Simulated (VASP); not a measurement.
# Si16Au (a cell with a defect) in VASP: single point with r2SCAN

Aim: the single point of Si16Au (a cell with a defect) with r2SCAN.

Program: VASP 6.6.1. These are calculated values, not measurements. Logs are shortened: lines on timing, memory, paths and dates and some standing lists are left out, and cuts for length are marked.

### Step 1. The cell of the first run

The cell holds a defect, 17 atoms: a = 7.699 Å, b = 7.699 Å, c = 7.699 Å, α = 60.00°, β = 60.00°, γ = 60.00°.

### Step 2. Single point, r2SCAN

Contents of POSCAR:

```
Si16Au
1.0
    0.0000000000      5.4437023800     -5.4437023800
    5.4437023800      5.4437023800      0.0000000000
    5.4437023800      0.0000000000     -5.4437023800
Si Au
16 1
Direct
    0.1494915488      0.1264838619      0.1223410932
    0.1060977364      0.6697846880      0.1122283066
    0.5792996714      0.1359820850      0.1423922444
    0.6227882723      0.6177174587      0.1368270982
    0.1486321153      0.1266169515      0.6022614337
    0.1396547693      0.6140319155      0.6233345916
    0.6553644470      0.0760001137      0.6345635303
    0.6230479301      0.6177135092      0.6230617075
    0.2519520547      0.7561375903      0.2524891892
    0.2126585767      0.3006073598      0.2435101898
    0.7318624756      0.7635914328      0.2525247348
    0.7229535572      0.2484406578      0.2760290507
    0.2521780957      0.7560024801      0.7397115454
    0.2891846192      0.2424046922      0.7341593498
    0.7663917328      0.7063212188      0.7639097823
    0.7237386846      0.2485161579      0.7524575581
   -0.0620968004      0.1722258923     -0.0545190533
```

Contents of INCAR.step1:

```
PREC = Accurate
ENCUT = 520
ISMEAR = 0
SIGMA = 0.02
LREAL = Auto
LASPH = True
NELM = 80
NELECT = 74.0
NBANDS = 52
GGA = PE
ALGO = Normal
EDIFF = 1E-4
LWAVE = True
LCHARG = False
```

Contents of INCAR.step2:

```
PREC = Accurate
ENCUT = 520
EDIFF = 1E-6
ISMEAR = 0
SIGMA = 0.02
LREAL = Auto
LASPH = True
NELM = 80
ALGO = Normal
ISIF = 2
LWAVE = False
LCHARG = True
METAGGA = R2SCAN
LMIXTAU = True
LELF = True
LVHAR = True
NELECT = 74.0
NBANDS = 52
ISTART = 1
```

Contents of KPOINTS:

```
Automatic mesh
0
Gamma
  2 2 2
```

Potentials or basis: VASP PAW PBE potentials, release 64 (Si, Au).

Command:

```sh
$ cat potpaw_PBE.64/Si/POTCAR potpaw_PBE.64/Au/POTCAR > POTCAR
$ cp INCAR.step1 INCAR
$ mpirun -np 1 vasp_std > vasp.out
$ cp INCAR.step2 INCAR
$ mpirun -np 1 vasp_std > vasp.out
```

OUTCAR:

```text
PREC = Accurate
   ENCUT = 520
   EDIFF = 1E-6
   ISMEAR = 0
   LREAL = Auto
   LASPH = True
   NELM = 80
   ISIF = 2
   METAGGA = R2SCAN
   NELECT = 74.0
   ISTART = 1

 ion  position               nearest neighbor table
   1  0.149  0.126  0.122-  10 2.29   9 2.33  17 2.41  14 2.44  12 2.68
   2  0.106  0.670  0.112-  10 2.32   9 2.35  13 2.36  11 2.36  17 3.16
   3  0.579  0.136  0.142-  10 2.32  11 2.35  12 2.45  16 2.45  17 2.48
   4  0.623  0.618  0.137-  12 2.33   9 2.33  11 2.33  15 2.36
   5  0.149  0.127  0.602-  10 2.29  13 2.33  17 2.41  14 2.44  16 2.67
   6  0.140  0.614  0.623-   9 2.33  13 2.33  14 2.34  15 2.36
   7  0.655  0.076  0.635-  12 2.29  16 2.29  14 2.32  15 2.33
   8  0.623  0.618  0.623-  16 2.33  13 2.33  11 2.33  15 2.36
   9  0.252  0.756  0.252-   1 2.33   4 2.33   6 2.33   2 2.35
  10  0.213  0.301  0.244-   1 2.29   5 2.29   3 2.32   2 2.32
  11  0.732  0.764  0.253-   8 2.33   4 2.33   3 2.35   2 2.36
  12  0.723  0.248  0.276-   7 2.29   4 2.33  17 2.42   3 2.45   1 2.68
  13  0.252  0.756  0.740-   8 2.33   5 2.33   6 2.33   2 2.36
  14  0.289  0.242  0.734-   7 2.32   6 2.34   1 2.44   5 2.44  17 2.54
  15  0.766  0.706  0.764-   7 2.33   8 2.36   6 2.36   4 2.36  17 3.36
  16  0.724  0.249  0.752-   7 2.29   8 2.33  17 2.42   3 2.45   5 2.67
  17  0.938  0.172  0.945-   1 2.41   5 2.41  12 2.42  16 2.42   3 2.48  14 2.54   2 3.16  15 3.36

  LATTYP: Found a face centered cubic cell.
 ALAT       =    10.8874047600

  Lattice vectors:

 A1 = (   0.0000000000,   5.4437023800,  -5.4437023800)
 A2 = (   5.4437023800,   5.4437023800,   0.0000000000)
 A3 = (   5.4437023800,   0.0000000000,  -5.4437023800)

Analysis of symmetry for initial positions (statically):
=====================================================================
 Subroutine PRICEL returns:
 Original cell was already a primitive cell.

 Routine SETGRP: Setting up the symmetry group for a
 face centered cubic supercell.

 Subroutine GETGRP returns: Found  1 space group operations
 (whereof  1 operations were pure point group operations)
 out of a pool of 48 trial point group operations.

The static configuration has the point symmetry C_1 .

Analysis of symmetry for dynamics (positions and initial velocities):
=====================================================================
 Subroutine PRICEL returns:
 Original cell was already a primitive cell.

 Routine SETGRP: Setting up the symmetry group for a
 face centered cubic supercell.

 Subroutine GETGRP returns: Found  1 space group operations
 (whereof  1 operations were pure point group operations)
 out of a pool of 48 trial point group operations.

The dynamic configuration has the point symmetry C_1 .

 Subroutine INISYM returns: Found  1 space group operations
 (whereof  1 operations are pure point group operations),
 and found     1 'primitive' translations

----------------------------------------------------------------------------------------

                                     Primitive cell

  volume of cell :     322.6362

  direct lattice vectors                    reciprocal lattice vectors
     0.000000000  5.443702380 -5.443702380    -0.091849254  0.091849254 -0.091849254
     5.443702380  5.443702380  0.000000000     0.091849254  0.091849254  0.091849254
     5.443702380  0.000000000 -5.443702380     0.091849254 -0.091849254 -0.091849254

  length of vectors
     7.698557735  7.698557735  7.698557735     0.159087574  0.159087574  0.159087574

  position of ions in fractional coordinates (direct lattice)
     0.149491549  0.126483862  0.122341093
     0.106097736  0.669784688  0.112228307
     0.579299671  0.135982085  0.142392244
     0.622788272  0.617717459  0.136827098
     0.148632115  0.126616951  0.602261434
     0.139654769  0.614031916  0.623334592
[... 9 lines left out ...]
     0.723738685  0.248516158  0.752457558
     0.937903200  0.172225892  0.945480947

  ion indices of the primitive-cell ions
   primitive index   ion index
                 1           1
                 2           2
                 3           3
                 4           4
                 5           5
                 6           6
[... 9 lines left out ...]
                16          16
                17          17

----------------------------------------------------------------------------------------

 KPOINTS: Automatic mesh

Automatic generation of k-mesh.
 Grid dimensions read from file:
 generate k-points for:    2    2    2

 Generating k-lattice:

  Cartesian coordinates                     Fractional coordinates (reciprocal lattice)
    -0.045924627  0.045924627 -0.045924627     0.500000000  0.000000000  0.000000000
     0.045924627  0.045924627  0.045924627     0.000000000  0.500000000  0.000000000
     0.045924627 -0.045924627 -0.045924627     0.000000000  0.000000000  0.500000000

  Length of vectors
     0.079543787  0.079543787  0.079543787

  Shift w.r.t. Gamma in fractional coordinates (k-lattice)
     0.000000000  0.000000000  0.000000000

 Subroutine IBZKPT returns following result:
 ===========================================

 Found      8 irreducible k-points:

 Following reciprocal coordinates:
            Coordinates               Weight
  0.000000  0.000000  0.000000      1.000000
  0.500000  0.000000  0.000000      1.000000
  0.000000  0.500000  0.000000      1.000000
  0.000000  0.000000  0.500000      1.000000
  0.500000  0.500000  0.500000      1.000000
  0.500000  0.500000  0.000000      1.000000
  0.000000  0.500000  0.500000      1.000000
  0.500000  0.000000  0.500000      1.000000
   k-points           NKPTS =      8   k-points in BZ     NKDIM =      8   number of bands    NBANDS=     52
   number of dos      NEDOS =    301   number of ions     NIONS =     17
   total plane-waves  NPLWV = 216000
   dimension x,y,z NGX =    60 NGY =   60 NGZ =   60
   dimension x,y,z NGXF=   120 NGYF=  120 NGZF=  120
   ions per type =              16   1
   NGX,Y,Z   is equivalent  to a cutoff of  12.96, 12.96, 12.96 a.u.
   NGXF,Y,Z  is equivalent  to a cutoff of  25.91, 25.91, 25.91 a.u.
 SYSTEM =  unknown system
   PREC   = accura    normal or accurate (medium, high low for compatibility)
   ISTART =      1    job   : 0-new  1-cont  2-samecut
   ICHARG =      0    charge: 1-file 2-atom 10-const
   ISPIN  =      1    spin polarized calculation?
   LNONCOLLINEAR =      F non collinear calculations
   LSORBIT =      F    spin-orbit coupling
   LASPH  =      T    aspherical Exc in radial PAW
   ENCUT  =  520.0 eV  38.22 Ry    6.18 a.u.  14.31 14.31 14.31*2*pi/ulx,y,z
   NELM   =     80;   NELMIN=  2; NELMDL=  0     # of ELM steps
   EDIFF  = 0.1E-05   stopping-criterion for ELM
   LREAL  =      T    real-space projection
   EDIFFG = 0.1E-04   stopping-criterion for IOM
   NSW    =      0    number of steps for IOM
   IBRION =     -1    ionic relax: 0-MD 1-quasi-New 2-CG
   NFREE  =      0    steps in history (QN), initial steepest desc. (CG)
   ISIF   =      2    stress and relaxation
   ISYM   =      2    0-nonsym 1-usesym 2-fastsym
   POTIM  = 0.5000    time-step for ionic-motion
   TEBEG  =    0.0;   TEEND  =   0.0 temperature during run
   PSTRESS=    0.0 pullay stress
   NELECT =      74.0000    total number of electrons
   NUPDOWN=      -1.0000    fix difference up-down
   EMIN   =  10.00;   EMAX   =-10.00  energy-range for DOS
   EFERMI =   0.00;   METHOD = LEGACY
   ISMEAR =     0;   SIGMA  =   0.02  broadening in eV -4-tet -1-fermi 0-gaus
   EFERMI_NEDOS =   21; number of points for ismear=-14 and -15
   IALGO  =     38    algorithm
   IMIX   =      4    mixing-type and parameters
     AMIX     =   0.40;   BMIX     =  1.00
     AMIX_MAG =   1.60;   BMIX_MAG =  1.00
  volume/ion in A,a.u.               =      18.98       128.07
  Fermi-wavevector in a.u.,A,eV,Ry     =   1.002108  1.893709 13.663238  1.004220
  Thomas-Fermi vector in A             =   2.134573
   LORBIT       =      0    0 simple, 1 ext, 2 COOP (PROOUT), +10 PAW based schemes
   METAGGA = R2SCAN    functional components
   LHFCALC =     F    Hartree Fock is set to
   AEXX    =    0.0000 exact exchange contribution
   IVDW    =     0    specifies the selected vdW correction
   LEPSILON=     F    determine dielectric tensor
   LRPA    =     F    only Hartree local field effects (RPA)
 non-spin polarized calculation
 Gauss-broadening in eV      SIGMA  =   0.02
  energy-cutoff  :      520.00
  volume of cell :      322.64
 maximum number of plane-waves:      8694
 NGX is ok and might be reduce to    60
   NGX = 29   NGY = 29   NGZ = 29

 number of electron      73.9999999 magnetization

 Free energy of the ion-electron system (eV)
  ---------------------------------------------------
  ext. energy  EPLUGINS =         0.00000000
  ---------------------------------------------------
  free energy    TOTEN  =      -193.93845880 eV

  energy without entropy =     -193.93845880  energy(sigma->0) =     -193.93845880

 E-fermi :   6.5205     XC(G=0): -10.1855

 val. band max:        6.4248033400   @ k =   0.0000   0.5000   0.0000
 cond. band min:       6.7364331452   @ k =   0.0000   0.0000   0.0000
 fundamental gap:      0.3116298052
 Fermi energy:         6.5204571600

 k-point     1 :       0.0000    0.0000    0.0000
  band No.  band energies     occupation
      1      -6.4691      2.00000
      2      -4.0873      2.00000
      3      -3.9088      2.00000
      4      -3.8005      2.00000
      5      -3.6912      2.00000
      6      -2.8959      2.00000
[... 41 lines left out ...]
     48       8.7620      0.00000
     49       8.9977      0.00000

 k-point     2 :       0.5000    0.0000    0.0000
  band No.  band energies     occupation
      1      -5.7142      2.00000
      2      -5.4859      2.00000
      3      -3.9509      2.00000
      4      -3.5579      2.00000
      5      -3.4813      2.00000
      6      -3.4736      2.00000
[... 41 lines left out ...]
     48      10.1981      0.00000
     49      10.4449      0.00000

 k-point     3 :       0.0000    0.5000    0.0000
  band No.  band energies     occupation
      1      -5.9218      2.00000
      2      -5.2840      2.00000
      3      -3.6188      2.00000
      4      -3.6020      2.00000
      5      -3.5852      2.00000
      6      -3.4828      2.00000
[... 41 lines left out ...]
     48      10.1670      0.00000
     49      10.2792      0.00000

 k-point     4 :       0.0000    0.0000    0.5000
  band No.  band energies     occupation
      1      -5.7729      2.00000
      2      -5.4003      2.00000
      3      -3.9335      2.00000
      4      -3.6639      2.00000
      5      -3.5432      2.00000
      6      -3.4065      2.00000
[... 41 lines left out ...]
     48      10.3089      0.00000
     49      10.5513      0.00000

 k-point     5 :       0.5000    0.5000    0.5000
  band No.  band energies     occupation
      1      -5.7732      2.00000
      2      -5.3997      2.00000
      3      -3.9338      2.00000
      4      -3.6655      2.00000
      5      -3.5415      2.00000
      6      -3.4075      2.00000
[... 41 lines left out ...]
     48      10.3095      0.00000
     49      10.5525      0.00000

 k-point     6 :       0.5000    0.5000    0.0000
  band No.  band energies     occupation
      1      -5.5116      2.00000
      2      -5.1765      2.00000
      3      -4.4332      2.00000
      4      -4.1508      2.00000
      5      -4.1350      2.00000
      6      -4.0109      2.00000
[... 41 lines left out ...]
     48      10.8967      0.00000
     49      10.9285      0.00000

 k-point     7 :       0.0000    0.5000    0.5000
  band No.  band energies     occupation
      1      -5.5618      2.00000
      2      -5.1088      2.00000
      3      -4.4487      2.00000
      4      -4.2033      2.00000
      5      -4.0980      2.00000
      6      -4.0264      2.00000
[... 41 lines left out ...]
     48      10.7487      0.00000
     49      10.9120      0.00000

 k-point     8 :       0.5000    0.0000    0.5000
  band No.  band energies     occupation
      1      -5.5608      2.00000
      2      -5.1102      2.00000
      3      -4.4508      2.00000
      4      -4.2024      2.00000
      5      -4.0988      2.00000
      6      -4.0238      2.00000
[... 41 lines left out ...]
     48      10.7488      0.00000
     49      10.9115      0.00000
 [bands above 49 left out]

------------------------ aborting loop because EDIFF is reached ----------------------------------------

  FORCE on cell =-STRESS in cart. coord.  units (eV):
  Direction    XX          YY          ZZ          XY          YZ          ZX
  --------------------------------------------------------------------------------------
  -------------------------------------------------------------------------------------
  Total       -0.0600816     -1.2116270     -0.0528888     -0.9888340     -0.9888924     -0.4862473
  in kB       -0.2983591     -6.0168114     -0.2626403     -4.9104453     -4.9107349     -2.4146526
  external PRESSURE =      -2.1926036 kB  Pullay stress =       0.0000000 kB

 VOLUME and BASIS-vectors are now :
 -----------------------------------------------------------------------------
  energy-cutoff  :      520.00
  volume of cell :      322.64
      direct lattice vectors                 reciprocal lattice vectors
     0.000000000  5.443702380 -5.443702380    -0.091849254  0.091849254 -0.091849254
     5.443702380  5.443702380  0.000000000     0.091849254  0.091849254  0.091849254
     5.443702380  0.000000000 -5.443702380     0.091849254 -0.091849254 -0.091849254

 POSITION                                       TOTAL-FORCE (eV/Angst)
 -----------------------------------------------------------------------------------
      1.35453      1.50233     -1.47978         0.001747      0.010423     -0.004648
      4.25705      4.22367     -1.18850        -0.005799     -0.011301     -0.001226
      1.51539      3.89378     -3.92868         0.001398     -0.011694     -0.004932
      4.10752      6.75294     -4.13512         0.000890     -0.003157     -0.005915
      3.96780      1.49837     -4.08764        -0.016558      0.008198     -0.002918
      6.73585      4.10285     -4.15349        -0.008912     -0.001102     -0.009442
[... 9 lines left out ...]
      5.44900      5.29267     -8.03597         0.000284     -0.009285     -0.003183
      6.08446      6.04321    -10.25258         0.005583      0.000293      0.003165
 -----------------------------------------------------------------------------------
    total drift:                               -0.005221      0.002222     -0.005232

  FREE ENERGIE OF THE ION-ELECTRON SYSTEM (eV)
  ---------------------------------------------------
  free  energy   TOTEN  =      -193.9384587975 eV

  energy  without entropy=     -193.9384587975  energy(sigma->0) =     -193.93845880
```

It took 20 min on 1 thread of Intel Xeon Platinum 8488C (Sapphire Rapids), shared host; peak memory 0.56 GiB.

What came out:

* Free energy: -193.9385 eV
* Largest force: 0.019 eV/Å

Forces on the atoms (eV/Å):
```
Si   0.002  0.010 -0.005
Si  -0.006 -0.011 -0.001
Si   0.001 -0.012 -0.005
Si   0.001 -0.003 -0.006
Si  -0.017  0.008 -0.003
Si  -0.009 -0.001 -0.009
Si   0.011  0.001  0.010
Si   0.003 -0.003  0.010
Si  -0.005 -0.001 -0.002
Si  -0.010 -0.001 -0.014
Si  -0.004  0.014  0.007
Si  -0.001  0.002  0.011
Si   0.010 -0.002  0.002
Si   0.005 -0.003  0.001
Si   0.012  0.011  0.004
Si   0.000 -0.009 -0.003
Au   0.006  0.000  0.003
```

Levels at points of the mesh, in eV from the Fermi level:
```
           k point  band 34  band 35  band 36  band 37  band 38  band 39  band 40  band 41
(0.00, 0.00, 0.00)    -1.11    -0.72    -0.15    -0.10     0.22     0.57     0.67     0.78
(0.50, 0.00, 0.00)    -1.14    -1.04    -0.94    -0.68     0.86     1.24     1.33     1.35
(0.00, 0.50, 0.00)    -1.01    -0.98    -0.65    -0.10     0.80     1.07     1.71     1.82
(0.00, 0.00, 0.50)    -1.25    -0.99    -0.86    -0.34     0.94     1.23     1.35     1.45
(0.50, 0.50, 0.50)    -1.25    -0.99    -0.85    -0.34     0.94     1.23     1.35     1.45
(0.50, 0.50, 0.00)    -1.68    -1.44    -1.36    -1.11     0.89     1.15     2.04     2.25
(0.00, 0.50, 0.50)    -1.64    -1.54    -1.47    -0.74     0.90     1.08     2.05     2.20
(0.50, 0.00, 0.50)    -1.64    -1.53    -1.47    -0.74     0.90     1.08     2.05     2.20
```

Caveat: the k points lie up to 0.50 Å⁻¹ apart; the cell carries a net charge on a neutralising background, which shifts energy and pressure; the cell is charged against a uniform background, so pressure and absolute levels hang on convention; the PAW data sets were made with another functional, which shifts forces and pressure a little; spin-orbit coupling is left out, which moves the levels of the heavy elements.
